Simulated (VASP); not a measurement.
Set up this calculation in VASP 6.6.1, as the native input.

```yaml
Task: single point
Functional: PBE
Potentials_or_basis: VASP PAW PBE potentials, release 64 (Ti_sv)
Cutoff: 520 eV
k_mesh: 22 × 22 × 22
Occupations: gaussian, width 0.15 eV
Spin: collinear spin
Starting_moments: "[0.3] μB"
Fixed_moment: 0.3 μB
Dipole_correction: no
Further_INCAR_settings: ALGO = Fast; EDIFF = 1e-07; NBANDS = 16
```

The structure of Ti lies in POSCAR:

```
Ti
1.0
   -1.6979213348      1.6979213348      1.6979213348
    1.6979213348     -1.6979213348      1.6979213348
    1.6979213348      1.6979213348     -1.6979213348
Ti
1
Direct
    0.0000000000      0.0000000000      0.0000000000
```

This isn't the form of Ti at room conditions, which is hcp.

The input as run:

INCAR

```
SYSTEM = Ti
PREC     = Accurate       ! precision mode
ENCUT    = 520            ! plane-wave cutoff, eV
EDIFF    = 1E-7           ! SCF threshold, eV
ISMEAR   = 0              ! smearing method
SIGMA    = 0.15           ! smearing width, eV
LREAL    = .FALSE.        ! projectors in reciprocal space
LASPH    = .TRUE.         ! aspherical terms in the spheres
NELM     = 150            ! most SCF steps
ALGO     = Fast           ! electronic algorithm
ISIF     = 2              ! what is computed and relaxed
LWAVE    = .FALSE.        ! write WAVECAR
LCHARG   = .FALSE.        ! write CHGCAR
ISPIN    = 2              ! spin polarisation
MAGMOM   = 0.3            ! initial moments
LORBIT   = 11             ! projections on sites
NUPDOWN  = 0.3            ! fixed moment
LMAXMIX  = 4              ! l up to which the mixer works
GGA      = PE             ! functional
NBANDS   = 16             ! bands
```

KPOINTS

```
regular mesh
0
G
  22 22 22
  0 0 0
```

Potentials or basis: VASP PAW PBE potentials, release 64 (Ti_sv).

Command:

```sh
$ cat potpaw_PBE.64/Ti_sv/POTCAR > POTCAR
$ mpirun -np 1 vasp_std > vasp.out
```

It gave:

- Pressure: -10.6 GPa
- Net moment: 0.30 μB per cell
- Site moments: Ti +0.21 μB
- Valence electrons inside the program's atomic spheres: Ti 10.14

Caveat: the cell stands under tension; the total moment is fixed, so each spin has its own Fermi level and the state may be an excited one.

It took 5.8 min on 1 thread of Intel Xeon 8259CL, with other jobs on the host, peak memory 0.27 GiB.
